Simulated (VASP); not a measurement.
# CO (Pm-3m) in VASP: notebook

Runs on CO. Level: r2SCAN. Tasks: relaxation of cell and atoms, single point.

Everything below comes from runs of VASP 6.6.1. Logs are shortened: lines on timing, memory, paths and dates and some standing lists are left out, and cuts for length are marked.

## Step 1: The cell of the first run

The structure is cubic, space group Pm-3m (No. 221). The conventional cell has a = 2.904 Å, b = 2.904 Å, c = 2.904 Å, α = 90.00°, β = 90.00°, γ = 90.00°. C (site symmetry m-3m) has 8 O at 2.51 Å and 6 C at 2.90 Å within 3.3 Å. O (site symmetry m-3m) has 8 C at 2.51 Å and 6 O at 2.90 Å within 3.3 Å.

## Step 2: Relaxation of cell and atoms, r2SCAN

POSCAR

```
CO
1.0
    2.9037463942      0.0000000000      0.0000000000
    0.0000000000      2.9037463942      0.0000000000
    0.0000000000      0.0000000000      2.9037463942
C O
1 1
Direct
    0.0000000000      0.0000000000      0.0000000000
    0.5000000000      0.5000000000      0.5000000000
```

INCAR.step1

```
SYSTEM = CO
ALGO = Normal
EDIFF = 1E-4
ENCUT = 600
GGA = PE
ISMEAR = 0
LASPH = .TRUE.
LCHARG = .FALSE.
LREAL = .FALSE.
LWAVE = .TRUE.
NELM = 60
PREC = Accurate
SIGMA = 0.1
```

INCAR.step2

```
SYSTEM = CO
ALGO = Normal
EDIFF = 1E-6
EDIFFG = -0.04
ENCUT = 600
IBRION = 2
ISIF = 3
ISMEAR = 0
ISTART = 1
LASPH = .TRUE.
LCHARG = .FALSE.
LMIXTAU = .TRUE.
LREAL = .FALSE.
LWAVE = .FALSE.
METAGGA = R2SCAN
NELM = 60
NSW = 90
PREC = Accurate
SIGMA = 0.1
```

KPOINTS

```
k-points
0
G
  6 6 6
  0 0 0
```

Potentials or basis: VASP PAW PBE potentials, release 64 (C, O).

Command:

```
cat potpaw_PBE.64/C/POTCAR potpaw_PBE.64/O/POTCAR > POTCAR
cp INCAR.step1 INCAR
mpirun -np 1 vasp_std > vasp.out
cp INCAR.step2 INCAR
mpirun -np 1 vasp_std > vasp.out
```

OUTCAR:

```text
SYSTEM = CO
   EDIFF = 1E-6
   EDIFFG = -0.04
   ENCUT = 600
   IBRION = 2
   ISIF = 3
   ISMEAR = 0
   ISTART = 1
   LASPH = .TRUE.
   LREAL = .FALSE.
   METAGGA = R2SCAN
   NELM = 60
   NSW = 90
   PREC = Accurate

 ion  position               nearest neighbor table
   1  0.000  0.000  0.000-
   2  0.500  0.500  0.500-

  LATTYP: Found a simple cubic cell.
 ALAT       =     2.9037463942

  Lattice vectors:

 A1 = (   2.9037463942,   0.0000000000,   0.0000000000)
 A2 = (   0.0000000000,   2.9037463942,   0.0000000000)
 A3 = (   0.0000000000,   0.0000000000,   2.9037463942)

Analysis of symmetry for initial positions (statically):
=====================================================================
 Subroutine PRICEL returns:
 Original cell was already a primitive cell.

 Routine SETGRP: Setting up the symmetry group for a
 simple cubic supercell.

 Subroutine GETGRP returns: Found 48 space group operations
 (whereof 48 operations were pure point group operations)
 out of a pool of 48 trial point group operations.

The static configuration has the point symmetry O_h .

Analysis of symmetry for dynamics (positions and initial velocities):
=====================================================================
 Subroutine PRICEL returns:
 Original cell was already a primitive cell.

 Routine SETGRP: Setting up the symmetry group for a
 simple cubic supercell.

 Subroutine GETGRP returns: Found 48 space group operations
 (whereof 48 operations were pure point group operations)
 out of a pool of 48 trial point group operations.

The dynamic configuration has the point symmetry O_h .

 Subroutine INISYM returns: Found 48 space group operations
 (whereof 48 operations are pure point group operations),
 and found     1 'primitive' translations

----------------------------------------------------------------------------------------

                                     Primitive cell

  volume of cell :      24.4836

  direct lattice vectors                    reciprocal lattice vectors
     2.903746394  0.000000000  0.000000000     0.344382692  0.000000000  0.000000000
     0.000000000  2.903746394  0.000000000     0.000000000  0.344382692  0.000000000
     0.000000000  0.000000000  2.903746394     0.000000000  0.000000000  0.344382692

  length of vectors
     2.903746394  2.903746394  2.903746394     0.344382692  0.344382692  0.344382692

  position of ions in fractional coordinates (direct lattice)
     0.000000000  0.000000000  0.000000000
     0.500000000  0.500000000  0.500000000

  ion indices of the primitive-cell ions
   primitive index   ion index
                 1           1
                 2           2

----------------------------------------------------------------------------------------

 KPOINTS: k-points

Automatic generation of k-mesh.
 Grid dimensions read from file:
 generate k-points for:    6    6    6

 Generating k-lattice:

  Cartesian coordinates                     Fractional coordinates (reciprocal lattice)
     0.057397115  0.000000000  0.000000000     0.166666667  0.000000000  0.000000000
     0.000000000  0.057397115  0.000000000     0.000000000  0.166666667  0.000000000
     0.000000000  0.000000000  0.057397115     0.000000000  0.000000000  0.166666667

  Length of vectors
     0.057397115  0.057397115  0.057397115

  Shift w.r.t. Gamma in fractional coordinates (k-lattice)
     0.000000000  0.000000000  0.000000000

 Subroutine IBZKPT returns following result:
 ===========================================

 Found     20 irreducible k-points:

 Following reciprocal coordinates:
            Coordinates               Weight
  0.000000  0.000000  0.000000      1.000000
  0.166667  0.000000  0.000000      6.000000
  0.333333  0.000000  0.000000      6.000000
  0.500000  0.000000  0.000000      3.000000
  0.166667  0.166667  0.000000     12.000000
  0.333333  0.166667  0.000000     24.000000
[... 12 lines left out ...]
  0.500000  0.500000  0.333333      6.000000
  0.500000  0.500000  0.500000      1.000000
   k-points           NKPTS =     20   k-points in BZ     NKDIM =     20   number of bands    NBANDS=      9
   number of dos      NEDOS =    301   number of ions     NIONS =      2
   total plane-waves  NPLWV =  13824
   dimension x,y,z NGX =    24 NGY =   24 NGZ =   24
   dimension x,y,z NGXF=    48 NGYF=   48 NGZF=   48
   ions per type =               1   1
   NGX,Y,Z   is equivalent  to a cutoff of  13.74, 13.74, 13.74 a.u.
   NGXF,Y,Z  is equivalent  to a cutoff of  27.48, 27.48, 27.48 a.u.
 SYSTEM =  CO
   PREC   = accura    normal or accurate (medium, high low for compatibility)
   ISTART =      1    job   : 0-new  1-cont  2-samecut
   ICHARG =      0    charge: 1-file 2-atom 10-const
   ISPIN  =      1    spin polarized calculation?
   LNONCOLLINEAR =      F non collinear calculations
   LSORBIT =      F    spin-orbit coupling
   LASPH  =      T    aspherical Exc in radial PAW
   ENCUT  =  600.0 eV  44.10 Ry    6.64 a.u.   5.80  5.80  5.80*2*pi/ulx,y,z
   NELM   =     60;   NELMIN=  2; NELMDL=  0     # of ELM steps
   EDIFF  = 0.1E-05   stopping-criterion for ELM
   LREAL  =      F    real-space projection
   EDIFFG = -.4E-01   stopping-criterion for IOM
   NSW    =     90    number of steps for IOM
   IBRION =      2    ionic relax: 0-MD 1-quasi-New 2-CG
   NFREE  =      1    steps in history (QN), initial steepest desc. (CG)
   ISIF   =      3    stress and relaxation
   ISYM   =      2    0-nonsym 1-usesym 2-fastsym
   POTIM  = 0.5000    time-step for ionic-motion
   TEBEG  =    0.0;   TEEND  =   0.0 temperature during run
   PSTRESS=    0.0 pullay stress
   NELECT =      10.0000    total number of electrons
   NUPDOWN=      -1.0000    fix difference up-down
   EMIN   =  10.00;   EMAX   =-10.00  energy-range for DOS
   EFERMI =   0.00;   METHOD = LEGACY
   ISMEAR =     0;   SIGMA  =   0.10  broadening in eV -4-tet -1-fermi 0-gaus
   EFERMI_NEDOS =   21; number of points for ismear=-14 and -15
   IALGO  =     38    algorithm
   IMIX   =      4    mixing-type and parameters
     AMIX     =   0.40;   BMIX     =  1.00
     AMIX_MAG =   1.60;   BMIX_MAG =  1.00
  volume/ion in A,a.u.               =      12.24        82.61
  Fermi-wavevector in a.u.,A,eV,Ry     =   1.214645  2.295347 20.073536  1.475363
  Thomas-Fermi vector in A             =   2.350058
   LORBIT       =      0    0 simple, 1 ext, 2 COOP (PROOUT), +10 PAW based schemes
   METAGGA = R2SCAN    functional components
   LHFCALC =     F    Hartree Fock is set to
   AEXX    =    0.0000 exact exchange contribution
   IVDW    =     0    specifies the selected vdW correction
   LEPSILON=     F    determine dielectric tensor
   LRPA    =     F    only Hartree local field effects (RPA)
 conjugate gradient relaxation of ions
 non-spin polarized calculation
 Gauss-broadening in eV      SIGMA  =   0.10
  energy-cutoff  :      600.00
  volume of cell :       24.48
 maximum number of plane-waves:       840
 NGX is ok and might be reduce to    24
   NGX = 11   NGY = 11   NGZ = 11

--------------------------------------- Ionic step        1  -------------------------------------------

 number of electron       9.9999996 magnetization

 Free energy of the ion-electron system (eV)
  ---------------------------------------------------
  ext. energy  EPLUGINS =         0.00000000
  ---------------------------------------------------
  free energy    TOTEN  =        -8.25209819 eV

  energy without entropy =       -8.24521723  energy(sigma->0) =       -8.24865771

 E-fermi :  -0.0968     XC(G=0): -10.5640

 val. band max:       -0.1381838822   @ k =   0.5000   0.3333   0.0000
 cond. band min:      -0.0757607713   @ k =   0.5000   0.5000   0.0000
 fundamental gap:      0.0624231109
 Fermi energy:        -0.0968162466

 k-point     1 :       0.0000    0.0000    0.0000
  band No.  band energies     occupation
      1     -18.0324      2.00000
      2      -9.1826      2.00000
      3      -1.3947      2.00000
      4      -1.3947      2.00000
      5      -1.3947      2.00000
      6       3.1377      0.00000
      7       3.1377      0.00000
      8       3.1377      0.00000
      9      14.4385      0.00000

 k-point     2 :       0.1667    0.0000    0.0000
  band No.  band energies     occupation
      1     -17.8631      2.00000
      2      -9.3839      2.00000
      3      -1.5438      2.00000
      4      -1.1847      2.00000
      5      -1.1847      2.00000
      6       2.3834      0.00000
      7       2.9269      0.00000
      8       2.9269      0.00000
      9      14.9346      0.00000

 k-point     3 :       0.3333    0.0000    0.0000
  band No.  band energies     occupation
      1     -17.4865      2.00000
      2      -9.8835      2.00000
      3      -1.4628      2.00000
      4      -0.6687      2.00000
      5      -0.6687      2.00000
      6       0.8302      0.00000
      7       2.4020      0.00000
      8       2.4020      0.00000
      9      16.3983      0.00000
[... 251 lines left out ...]
 VOLUME and BASIS-vectors are now :
 -----------------------------------------------------------------------------
  energy-cutoff  :      600.00
  volume of cell :       17.12
      direct lattice vectors                 reciprocal lattice vectors
     2.577520927  0.000000000 -0.000000000     0.387969692 -0.000000000 -0.000000000
     0.000000000  2.577520927 -0.000000000    -0.000000000  0.387969692 -0.000000000
     0.000000000  0.000000000  2.577520927     0.000000000  0.000000000  0.387969692

 POSITION                                       TOTAL-FORCE (eV/Angst)
 -----------------------------------------------------------------------------------
      0.00000      0.00000      0.00000        -0.000000      0.000000      0.000000
      1.28876      1.28876      1.28876         0.000000     -0.000000      0.000000
 -----------------------------------------------------------------------------------
    total drift:                                0.000000      0.000000     -0.000000

  FREE ENERGIE OF THE ION-ELECTRON SYSTEM (eV)
  ---------------------------------------------------
  free  energy   TOTEN  =        -9.4487480691 eV

  energy  without entropy=       -9.4430597271  energy(sigma->0) =       -9.44590390

--------------------------------------- Ionic step        3  -------------------------------------------

 number of electron       9.9999998 magnetization

 Free energy of the ion-electron system (eV)
  ---------------------------------------------------
  ext. energy  EPLUGINS =         0.00000000
  ---------------------------------------------------
  free energy    TOTEN  =        -9.53228297 eV

  energy without entropy =       -9.52621500  energy(sigma->0) =       -9.52924899

 E-fermi :   4.5924     XC(G=0): -13.0648

 val. band max:        4.5572314947   @ k =   0.3333   0.1667   0.0000
 cond. band min:       4.6965872007   @ k =   0.5000   0.5000   0.3333
 fundamental gap:      0.1393557060
 Fermi energy:         4.5924398952

 k-point     1 :       0.0000    0.0000    0.0000
  band No.  band energies     occupation
      1     -17.0973      2.00000
      2      -3.2739      2.00000
      3       1.8936      2.00000
      4       1.8936      2.00000
      5       1.8936      2.00000
      6      10.1387      0.00000
      7      10.1387      0.00000
      8      10.1387      0.00000
      9      19.9030      0.00000

 k-point     2 :       0.1667    0.0000    0.0000
  band No.  band energies     occupation
      1     -16.6870      2.00000
      2      -4.4051      2.00000
      3       2.0877      2.00000
      4       2.2447      2.00000
      5       2.2447      2.00000
      6       9.0656      0.00000
      7       9.7147      0.00000
      8       9.7147      0.00000
      9      20.5848      0.00000

 k-point     3 :       0.3333    0.0000    0.0000
  band No.  band energies     occupation
      1     -15.6529      2.00000
      2      -6.7729      2.00000
      3       2.9861      2.00000
      4       3.1200      2.00000
      5       3.1200      2.00000
      6       6.9621      0.00000
      7       8.6689      0.00000
      8       8.6689      0.00000
      9      22.6124      0.00000
[... 215 lines left out ...]
 VOLUME and BASIS-vectors are now :
 -----------------------------------------------------------------------------
  energy-cutoff  :      600.00
  volume of cell :       15.51
      direct lattice vectors                 reciprocal lattice vectors
     2.494014375  0.000000000 -0.000000000     0.400959999 -0.000000000 -0.000000000
     0.000000000  2.494014375 -0.000000000    -0.000000000  0.400959999 -0.000000000
     0.000000000  0.000000000  2.494014375     0.000000000  0.000000000  0.400959999

 POSITION                                       TOTAL-FORCE (eV/Angst)
 -----------------------------------------------------------------------------------
      0.00000      0.00000      0.00000        -0.000000      0.000000      0.000000
      1.24701      1.24701      1.24701         0.000000     -0.000000      0.000000
 -----------------------------------------------------------------------------------
    total drift:                                0.000000     -0.000000     -0.000000

  FREE ENERGIE OF THE ION-ELECTRON SYSTEM (eV)
  ---------------------------------------------------
  free  energy   TOTEN  =        -9.5322829687 eV

  energy  without entropy=       -9.5262150028  energy(sigma->0) =       -9.52924899

 reached required accuracy - stopping structural energy minimisation
```

Wall time 40 s (1 thread of Intel Xeon Platinum 8259CL at 2.50GHz (Skylake/Cascade Lake), shared host); peak memory 0.13 GiB.

Results:

| Quantity | Value |
| --- | --- |
| Free energy | -9.5323 eV |
| Relaxed volume | 7.76 Å³/atom |
| Relaxed cell | a = 2.494 Å, b = 2.494 Å, c = 2.494 Å, α = 90.00°, β = 90.00°, γ = 90.00° |
| Space group after relaxing (to 0.05 Å) | Pm-3m (No. 221) |
| Energy gained by relaxing | 640.1 meV/atom |
| Ionic steps | 3 |
| Pressure after relaxing | -0.4 GPa |
| Band gap on the k mesh | zero (band 5 reaches 4.89 eV, above the bottom of band 6 at 3.07 eV) |

The path:
| step | energy change (eV) | largest force (eV/Å) | pressure (GPa) | volume (Å³) |
| --- | --- | --- | --- | --- |
| 1 | 0.0000 | 0.0000 | -30.48 | 24.48 |
| 2 | -1.1966 | 0.0000 | -14.95 | 17.12 |
| 3 | -1.2802 | 0.0000 | -0.40 | 15.51 |

Final structure:
```
C O
1.0
     2.49401    0.00000    0.00000
     0.00000    2.49401    0.00000
     0.00000    0.00000    2.49401
C O
1 1
Direct
  0.00000 0.00000 0.00000
  0.50000 0.50000 0.50000
```

Caveat: the k points lie up to 0.42 Å⁻¹ apart in the final cell; the volume moved by over 15 % at a fixed basis, so the end points are rough; the PAW data sets were made with another functional, which shifts forces and pressure a little.

(Part 1 of 2 ends here.)
